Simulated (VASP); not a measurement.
Ta:

```
Ta
1.0
    -1.65500    1.65500    1.65500
     1.65500   -1.65500    1.65500
     1.65500    1.65500   -1.65500
Ta
1
Cartesian
  0.0000 0.0000 0.0000
```

```yaml
Program: VASP 6.6.1
Task: relaxation of cell and atoms
Functional: PBEsol
Potentials_or_basis: VASP PAW PBE potentials, release 64 (Ta_pv)
Cutoff: 600 eV
k_mesh: 24 × 24 × 24
Occupations: gaussian, width 0.1 eV
Spin: no spin polarisation
```

At the start: pressure -5.1 GPa; volume 18.13 Å³/atom.

Question: How do energy, volume and symmetry change on relaxing?

Answer: Over 4 steps the energy falls by 7.4 meV/atom and the volume is 17.67 Å³/atom (-2.5 %); space group Im-3m (No. 229, to 0.05 Å).

The path:
| step | energy change (eV) | largest force (eV/Å) | pressure (GPa) | volume (Å³) |
| --- | --- | --- | --- | --- |
| 1 | 0.0000 | 0.0000 | -5.06 | 18.13 |
| 2 | 0.0336 | 0.0000 | 13.76 | 16.67 |
| 3 | -0.0074 | 0.0000 | -0.13 | 17.68 |
| 4 | -0.0074 | 0.0000 | -0.02 | 17.67 |

Final structure:
```
Ta
1.0
    -1.64095    1.64095    1.64095
     1.64095   -1.64095    1.64095
     1.64095    1.64095   -1.64095
Ta
1
Direct
  0.00000 0.00000 0.00000
```

Caveat: the PAW data sets were made with another functional, which shifts forces and pressure a little.
